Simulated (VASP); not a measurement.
Wanted: the native input for a VASP 6.6.1 run.

```
Task                   : single point
Functional             : PBE
Potentials or basis    : VASP PAW PBE potentials, release 64 (Sn_d, O)
Cutoff                 : 520 eV
k mesh                 : 10 × 10 × 8
Occupations            : gaussian, width 0.05 eV
Spin                   : no spin polarisation
Dipole correction      : no
Further INCAR settings : ALGO = Normal; EDIFF = 1e-07; NBANDS = 28
```

The structure of SnO lies in POSCAR:

```
SnO
1.0
    3.9705335846      0.0000000000      0.0000000000
    0.0000000000      3.9705335846      0.0000000000
    0.0000000000      0.0000000000      5.0679375214
Sn O
2 2
Direct
   -0.0215397020      0.5000000000      0.2286909982
    0.5215397020      0.0000000000      0.7713090018
    0.0022927840      0.0000000000      0.0000000000
    0.4977072160      0.5000000000      0.0000000000
```

These files were run (other wordings do the same):

INCAR

```
SYSTEM = SnO
ALGO = Normal ; EDIFF = 1E-7
ENCUT = 520 ; GGA = PE
ISIF = 2 ; ISMEAR = 0
LASPH = .TRUE. ; LCHARG = .FALSE.
LREAL = .FALSE. ; LWAVE = .FALSE.
NBANDS = 28 ; NELM = 100
PREC = Accurate ; SIGMA = 0.05
```

KPOINTS

```
k-points
0
G
  10 10 8
  0 0 0
```

Potentials or basis: VASP PAW PBE potentials, release 64 (Sn_d, O).

Command:

```console
$ cat potpaw_PBE.64/Sn_d/POTCAR potpaw_PBE.64/O/POTCAR > POTCAR
$ mpirun -np 1 vasp_std > vasp.out
```

Results of the run:

| Property | Result |
| --- | --- |
| Pressure | -3.7 GPa |
| Largest force | 0.501 eV/Å |
| Band gap on the k mesh | 0.75 eV, indirect (least direct gap 1.86 eV) |

Caveat: spin-orbit coupling is left out, which moves the levels of the heavy elements.

Wall time 5 min on 1 thread of AMD EPYC 9R14 (Zen 4) (shared host), peak memory 0.49 GiB.
